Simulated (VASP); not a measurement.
Here is a VASP 6.6.1 calculation.

INCAR

```
SYSTEM = Ir
PREC = Accurate
ENCUT = 500
EDIFF = 1E-6
ISMEAR = -1
SIGMA = 0.05
LREAL = .False.
LASPH = .True.
NELM = 120
ALGO = Normal
ISIF = 2
LWAVE = .False.
LCHARG = .True.
GGA = PS
LELF = .True.
LVHAR = .True.
NBANDS = 14
GGA_COMPAT = .False.
```

KPOINTS

```
regular mesh
0
Gamma
  16 16 16
  0 0 0
```

File POSCAR:

```
Ir
1.0
    0.0000000000      1.9156000000      1.9156000000
    1.9156000000      0.0000000000      1.9156000000
    1.9156000000      1.9156000000      0.0000000000
Ir
1
Direct
    0.0000000000      0.0000000000      0.0000000000
```

Potentials or basis: VASP PAW PBE potentials, release 64 (Ir_sv_GW).

The run is started by

```console
$ cat potpaw_PBE.64/Ir_sv_GW/POTCAR > POTCAR
$ mpirun -np 1 vasp_std > vasp.out
```

(1) Predict the pressure.

Answers

(1) -3.3 GPa.

Caveat: the PAW data sets were made with another functional, which shifts forces and pressure a little.
